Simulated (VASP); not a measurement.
# BP (x) (F-43m) in VASP: single point with PBEsol

Aim: the single point of BP (x) with PBEsol.

All numbers are computed with VASP 6.6.1; they aren't measurements. Logs are shortened: lines on timing, memory, paths and dates and some standing lists are left out, and cuts for length are marked.

**1. The cell of the first run**

It takes space group F-43m (No. 216, cubic). Conventional cell: a = 4.538 Å, b = 4.538 Å, c = 4.538 Å, α = 90.00°, β = 90.00°, γ = 90.00°. Within 2.6 Å of B (site symmetry -43m) lie 4 P at 1.97 Å. P (site symmetry -43m) has 4 B at 1.97 Å within 2.6 Å.

**2. Single point, PBEsol**

INCAR

```
SYSTEM = BP
PREC = Accurate
ENCUT = 500
EDIFF = 1E-6
ISMEAR = 0
SIGMA = 0.01
LREAL = .False.
LASPH = .True.
NELM = 120
ALGO = Normal
ISIF = 2
LWAVE = .False.
LCHARG = .False.
GGA = PS
NBANDS = 11
GGA_COMPAT = .False.
```

KPOINTS

```
Automatic mesh
0
Gamma
  8 8 8
  0 0 0
```

POSCAR

```
BP
1.0
    0.0000000000      2.2690000000      2.2690000000
    2.2690000000      0.0000000000      2.2690000000
    2.2690000000      2.2690000000      0.0000000000
B P
1 1
Direct
    0.0000000000      0.0000000000      0.0000000000
    0.2500000000      0.2500000000      0.2500000000
```

Potentials or basis: VASP PAW PBE potentials, release 64 (B, P).

Launch:

```sh
$ cat potpaw_PBE.64/B/POTCAR potpaw_PBE.64/P/POTCAR > POTCAR
$ mpirun -np 1 vasp_std > vasp.out
```

OUTCAR:

```text
SYSTEM = BP
   PREC = Accurate
   ENCUT = 500
   EDIFF = 1E-6
   ISMEAR = 0
   LREAL = .False.
   LASPH = .True.
   NELM = 120
   ISIF = 2
   GGA = PS

 ion  position               nearest neighbor table
   1  0.000  0.000  0.000-   2 1.97   2 1.97   2 1.97   2 1.97
   2  0.250  0.250  0.250-   1 1.97   1 1.97   1 1.97   1 1.97

  LATTYP: Found a face centered cubic cell.
 ALAT       =     4.5380000000

  Lattice vectors:

 A1 = (   0.0000000000,   2.2690000000,   2.2690000000)
 A2 = (   2.2690000000,   0.0000000000,   2.2690000000)
 A3 = (   2.2690000000,   2.2690000000,   0.0000000000)

Analysis of symmetry for initial positions (statically):
=====================================================================
 Subroutine PRICEL returns:
 Original cell was already a primitive cell.

 Routine SETGRP: Setting up the symmetry group for a
 face centered cubic supercell.

 Subroutine GETGRP returns: Found 24 space group operations
 (whereof 24 operations were pure point group operations)
 out of a pool of 48 trial point group operations.

The static configuration has the point symmetry T_d .

Analysis of symmetry for dynamics (positions and initial velocities):
=====================================================================
 Subroutine PRICEL returns:
 Original cell was already a primitive cell.

 Routine SETGRP: Setting up the symmetry group for a
 face centered cubic supercell.

 Subroutine GETGRP returns: Found 24 space group operations
 (whereof 24 operations were pure point group operations)
 out of a pool of 48 trial point group operations.

The dynamic configuration has the point symmetry T_d .

 Subroutine INISYM returns: Found 24 space group operations
 (whereof 24 operations are pure point group operations),
 and found     1 'primitive' translations

----------------------------------------------------------------------------------------

                                     Primitive cell

  volume of cell :      23.3633

  direct lattice vectors                    reciprocal lattice vectors
     0.000000000  2.269000000  2.269000000    -0.220361393  0.220361393  0.220361393
     2.269000000  0.000000000  2.269000000     0.220361393 -0.220361393  0.220361393
     2.269000000  2.269000000  0.000000000     0.220361393  0.220361393 -0.220361393

  length of vectors
     3.208850573  3.208850573  3.208850573     0.381677128  0.381677128  0.381677128

  position of ions in fractional coordinates (direct lattice)
     0.000000000  0.000000000  0.000000000
     0.250000000  0.250000000  0.250000000

  ion indices of the primitive-cell ions
   primitive index   ion index
                 1           1
                 2           2

----------------------------------------------------------------------------------------

 KPOINTS: Automatic mesh

Automatic generation of k-mesh.
 Grid dimensions read from file:
 generate k-points for:    8    8    8

 Generating k-lattice:

  Cartesian coordinates                     Fractional coordinates (reciprocal lattice)
    -0.027545174  0.027545174  0.027545174     0.125000000  0.000000000  0.000000000
     0.027545174 -0.027545174  0.027545174     0.000000000  0.125000000  0.000000000
     0.027545174  0.027545174 -0.027545174     0.000000000  0.000000000  0.125000000

  Length of vectors
     0.047709641  0.047709641  0.047709641

  Shift w.r.t. Gamma in fractional coordinates (k-lattice)
     0.000000000  0.000000000  0.000000000

 Subroutine IBZKPT returns following result:
 ===========================================

 Found     29 irreducible k-points:

 Following reciprocal coordinates:
            Coordinates               Weight
  0.000000  0.000000  0.000000      1.000000
  0.125000  0.000000  0.000000      8.000000
  0.250000  0.000000  0.000000      8.000000
  0.375000  0.000000  0.000000      8.000000
  0.500000  0.000000  0.000000      4.000000
  0.125000  0.125000  0.000000      6.000000
[... 16 lines left out ...]
  0.500000  0.250000  0.125000     48.000000
 -0.375000  0.250000  0.125000     24.000000
 [... further k-points ...]
   k-points           NKPTS =     29   k-points in BZ     NKDIM =     29   number of bands    NBANDS=     11
   number of dos      NEDOS =    301   number of ions     NIONS =      2
   total plane-waves  NPLWV =  13824
   dimension x,y,z NGX =    24 NGY =   24 NGZ =   24
   dimension x,y,z NGXF=    48 NGYF=   48 NGZF=   48
   ions per type =               1   1
   NGX,Y,Z   is equivalent  to a cutoff of  12.43, 12.43, 12.43 a.u.
   NGXF,Y,Z  is equivalent  to a cutoff of  24.87, 24.87, 24.87 a.u.
 SYSTEM =  BP
   PREC   = accura    normal or accurate (medium, high low for compatibility)
   ISTART =      0    job   : 0-new  1-cont  2-samecut
   ICHARG =      2    charge: 1-file 2-atom 10-const
   ISPIN  =      1    spin polarized calculation?
   LNONCOLLINEAR =      F non collinear calculations
   LSORBIT =      F    spin-orbit coupling
   LASPH  =      T    aspherical Exc in radial PAW
   ENCUT  =  500.0 eV  36.75 Ry    6.06 a.u.   5.85  5.85  5.85*2*pi/ulx,y,z
   NELM   =    120;   NELMIN=  2; NELMDL= -5     # of ELM steps
   EDIFF  = 0.1E-05   stopping-criterion for ELM
   LREAL  =      F    real-space projection
   EDIFFG = 0.1E-04   stopping-criterion for IOM
   NSW    =      0    number of steps for IOM
   IBRION =     -1    ionic relax: 0-MD 1-quasi-New 2-CG
   NFREE  =      0    steps in history (QN), initial steepest desc. (CG)
   ISIF   =      2    stress and relaxation
   ISYM   =      2    0-nonsym 1-usesym 2-fastsym
   POTIM  = 0.5000    time-step for ionic-motion
   TEBEG  =    0.0;   TEEND  =   0.0 temperature during run
   PSTRESS=    0.0 pullay stress
   NELECT =       8.0000    total number of electrons
   NUPDOWN=      -1.0000    fix difference up-down
   EMIN   =  10.00;   EMAX   =-10.00  energy-range for DOS
   EFERMI =   0.00;   METHOD = LEGACY
   ISMEAR =     0;   SIGMA  =   0.01  broadening in eV -4-tet -1-fermi 0-gaus
   EFERMI_NEDOS =   21; number of points for ismear=-14 and -15
   IALGO  =     38    algorithm
   IMIX   =      4    mixing-type and parameters
     AMIX     =   0.40;   BMIX     =  1.00
     AMIX_MAG =   1.60;   BMIX_MAG =  1.00
  volume/ion in A,a.u.               =      11.68        78.83
  Fermi-wavevector in a.u.,A,eV,Ry     =   1.145320  2.164342 17.847562  1.311759
  Thomas-Fermi vector in A             =   2.282009
   LORBIT       =      0    0 simple, 1 ext, 2 COOP (PROOUT), +10 PAW based schemes
   GGA     = PS    functional components
   LHFCALC =     F    Hartree Fock is set to
   AEXX    =    0.0000 exact exchange contribution
   IVDW    =     0    specifies the selected vdW correction
   LEPSILON=     F    determine dielectric tensor
   LRPA    =     F    only Hartree local field effects (RPA)
 non-spin polarized calculation
 Gauss-broadening in eV      SIGMA  =   0.01
  energy-cutoff  :      500.00
  volume of cell :       23.36
 maximum number of plane-waves:       609
   NGX = 11   NGY = 11   NGZ = 11

 number of electron       8.0000000 magnetization

 Free energy of the ion-electron system (eV)
  ---------------------------------------------------
  ext. energy  EPLUGINS =         0.00000000
  ---------------------------------------------------
  free energy    TOTEN  =       -13.66988309 eV

  energy without entropy =      -13.66988309  energy(sigma->0) =      -13.66988309

 E-fermi :   7.4877     XC(G=0): -11.0454

 val. band max:        7.4064175467   @ k =   0.0000   0.0000   0.0000
 cond. band min:       8.5693047081   @ k =   0.3750   0.3750   0.0000
 fundamental gap:      1.1628871614
 Fermi energy:         7.4876863988

 k-point     1 :       0.0000    0.0000    0.0000
  band No.  band energies     occupation
      1      -8.0920      2.00000
      2       7.4064      2.00000
      3       7.4064      2.00000
      4       7.4064      2.00000
      5      10.7628      0.00000
      6      10.7628      0.00000
      7      10.7628      0.00000
      8      14.7492      0.00000
      9      18.6485      0.00000
     10      19.5274      0.00000
     11      19.5274      0.00000

 k-point     2 :       0.1250    0.0000    0.0000
  band No.  band energies     occupation
      1      -7.8100      2.00000
      2       5.5356      2.00000
      3       6.9733      2.00000
      4       6.9733      2.00000
      5      11.2946      0.00000
      6      11.3598      0.00000
      7      11.3598      0.00000
      8      15.5305      0.00000
      9      18.5770      0.00000
     10      18.5770      0.00000
     11      19.4969      0.00000

 k-point     3 :       0.2500    0.0000    0.0000
  band No.  band energies     occupation
      1      -6.9823      2.00000
      2       2.5280      2.00000
      3       6.2805      2.00000
      4       6.2805      2.00000
      5      11.3570      0.00000
      6      12.1263      0.00000
      7      12.1263      0.00000
      8      16.9274      0.00000
      9      18.3057      0.00000
     10      18.3057      0.00000
     11      20.2239      0.00000

 k-point     4 :       0.3750    0.0000    0.0000
  band No.  band energies     occupation
      1      -5.7125      2.00000
      2      -0.2120      2.00000
      3       5.8027      2.00000
      4       5.8027      2.00000
      5      11.2063      0.00000
      6      12.1682      0.00000
      7      12.1682      0.00000
      8      17.3980      0.00000
      9      19.9782      0.00000
     10      19.9782      0.00000
     11      21.0471      0.00000
[... 239 lines left out ...]
 k-point    22 :       0.3750    0.2500    0.1250
  band No.  band energies     occupation
      1      -6.2562      2.00000
      2       2.4597      2.00000
      3       3.5696      2.00000
      4       5.4125      2.00000
      5      10.7969      0.00000
      6      13.3345      0.00000
      7      13.5399      0.00000
      8      14.8945      0.00000
      9      18.9466      0.00000
     10      21.2121      0.00000
     11      22.8856      0.00000

 k-point    23 :       0.5000    0.2500    0.1250
  band No.  band energies     occupation
      1      -5.0175      2.00000
      2       0.2742      2.00000
      3       2.9224      2.00000
      4       4.6315      2.00000
      5      11.4291      0.00000
      6      12.8092      0.00000
      7      14.6581      0.00000
      8      15.7009      0.00000
      9      19.7483      0.00000
     10      20.7373      0.00000
     11      24.3278      0.00000

 k-point    24 :      -0.3750    0.2500    0.1250
  band No.  band energies     occupation
      1      -4.0818      2.00000
      2      -1.0915      2.00000
      3       2.8470      2.00000
      4       4.2571      2.00000
      5      11.5050      0.00000
      6      12.5393      0.00000
      7      15.6809      0.00000
      8      17.1275      0.00000
      9      17.7631      0.00000
     10      21.7779      0.00000
     11      24.0699      0.00000

 [... further k-points ...]
[... 5 lines left out ...]
  --------------------------------------------------------------------------------------
  -------------------------------------------------------------------------------------
  Total       -0.2673383     -0.2673383     -0.2673383     -0.0000000     -0.0000000      0.0000000
  in kB      -18.3332027    -18.3332027    -18.3332027     -0.0000000     -0.0000000      0.0000000
  external PRESSURE =     -18.3332027 kB  Pullay stress =       0.0000000 kB

 VOLUME and BASIS-vectors are now :
 -----------------------------------------------------------------------------
  energy-cutoff  :      500.00
  volume of cell :       23.36
      direct lattice vectors                 reciprocal lattice vectors
     0.000000000  2.269000000  2.269000000    -0.220361393  0.220361393  0.220361393
     2.269000000  0.000000000  2.269000000     0.220361393 -0.220361393  0.220361393
     2.269000000  2.269000000  0.000000000     0.220361393  0.220361393 -0.220361393

 POSITION                                       TOTAL-FORCE (eV/Angst)
 -----------------------------------------------------------------------------------
      0.00000      0.00000      0.00000         0.000000      0.000000      0.000000
      1.13450      1.13450      1.13450        -0.000000     -0.000000     -0.000000
 -----------------------------------------------------------------------------------
    total drift:                                0.000000      0.000000      0.000000

  FREE ENERGIE OF THE ION-ELECTRON SYSTEM (eV)
  ---------------------------------------------------
  free  energy   TOTEN  =       -13.6698830931 eV

  energy  without entropy=      -13.6698830931  energy(sigma->0) =      -13.66988309
```

It took 4 s on 1 thread of Intel Xeon 6975P-C, shared host; peak memory 0.13 GiB.

What came out:

```yaml
Free_energy: -13.6699 eV
Pressure: -1.8 GPa
Band_gap_on_the_k_mesh: 1.16 eV, indirect (least direct gap 3.36 eV)
```

Caveat: the PAW data sets were made with another functional, which shifts forces and pressure a little.
